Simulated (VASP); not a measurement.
Here is a VASP 6.6.1 calculation.

INCAR

```
SYSTEM = Ba
PREC = Accurate
ENCUT = 600
EDIFF = 1E-6
ISMEAR = 1
SIGMA = 0.05
LREAL = .FALSE.
LASPH = .TRUE.
NELM = 60
ALGO = Normal
ISIF = 3
LWAVE = .FALSE.
LCHARG = .FALSE.
GGA = PS
IBRION = 2
NSW = 80
EDIFFG = -0.03
```

Contents of KPOINTS:

```
regular mesh
0
G
  6 6 6
  0 0 0
```

POSCAR

```
Ba
1.0
   -2.5065000000      2.5065000000      2.5065000000
    2.5065000000     -2.5065000000      2.5065000000
    2.5065000000      2.5065000000     -2.5065000000
Ba
1
Direct
    0.0000000000      0.0000000000      0.0000000000
```

Potentials or basis: VASP PAW PBE potentials, release 64 (Ba_sv).

Command:

```bash
$ cat potpaw_PBE.64/Ba_sv/POTCAR > POTCAR
$ mpirun -np 1 vasp_std > vasp.out
```

Task: Estimate the relaxed volume.

Result: 59.28 Å³/atom.

Task: Estimate the band gap on the k mesh.

Result: Zero (bands 5 and 6 overlap by 0.71 eV).

Final structure:
```
Ba
1.0
    -2.45627    2.45627    2.45627
     2.45627   -2.45627    2.45627
     2.45627    2.45627   -2.45627
Ba
1
Direct
  0.00000 0.00000 0.00000
```

Caveat: the PAW data sets were made with another functional, which shifts forces and pressure a little; spin-orbit coupling is left out, which moves the levels of the heavy elements.
